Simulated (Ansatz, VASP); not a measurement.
**Two plane-wave programs on TiAl**

The input INCAR:

```
PREC = Accurate
ENCUT = 520
EDIFF = 1E-7
ISMEAR = 0
SIGMA = 0.15
LREAL = F
LASPH = T
NELM = 80
ALGO = Fast
ISIF = 2
LWAVE = F
LCHARG = F
NBANDS = 14
```

Contents of KPOINTS:

```
regular mesh
0
Gamma
  14 14 14
```

Contents of POSCAR:

```
TiAl
1.0
    3.0381738569      0.0000000000      0.0000000000
    0.0000000000      3.3818233420      0.0000000000
    0.0000000000      0.0000000000      3.1240862282
Ti Al
1 1
Direct
    0.0000000000      0.0000000000      0.0000000000
    0.5000000000      0.5000000000      0.5000000000
```

Input for Ansatz:

```yaml
crystal:
  lattice:
    - [3.0381738569, 0.0, 0.0]
    - [0.0, 3.381823342, 0.0]
    - [0.0, 0.0, 3.1240862282]
  atoms:
    - { symbol: Ti, position: [0.0, 0.0, 0.0] }
    - { symbol: Al, position: [0.5, 0.5, 0.5] }
basis:
  ecutwfc: 520.0
kpoints:
  mp_grid: { grid: [14, 14, 14] }
hamiltonian:
  xc: lda
  pseudopotentials: { kind: paw, azcp: { folder: soft_1 } }
scf:
  occupations: { method: gaussian, width: 0.15 }
output:
  forces: true
  stress: true
  eigenvalues: true
  write_density: true
  write_potential: true
  elf: true
  volumetric_format: npy
```

Change from the starting cell: normal strain along x -0.0275, normal strain along y +0.0825.

Alike in both runs: task single point; functional LDA; k mesh 14 × 14 × 14; occupations gaussian, width 0.15 eV; no spin polarisation.

|  | VASP | Ansatz |
| --- | --- | --- |
| version | VASP 6.6.1 | Ansatz 0.2.0 |
| potentials or method | VASP PAW LDA potentials, release 64 (Ti_sv, Al), cutoff 520 eV | scalar-relativistic, plane waves, PAW |
| valence electrons in the cell | 15 | 15 |

VASP gave:

| Quantity | Value |
| --- | --- |
| gap on the k mesh at the Fermi level (eV) | none |
| pressure (GPa) | -5.5 |
| traceless stress, the component that is largest in VASP (GPa) | 4.64 |

Which values does Ansatz return?

gap on the k mesh at the Fermi level (eV): none; pressure (GPa): -5.7; traceless stress, the component that is largest in VASP (GPa): 4.63.

Ansatz warns that its potentials were made for another functional, while VASP's fit it. LDA's correlation is that of Perdew and Zunger in VASP and of Perdew and Wang (1992) in Ansatz. A gap of «none» marks a metal or a gap that the smearing closes.
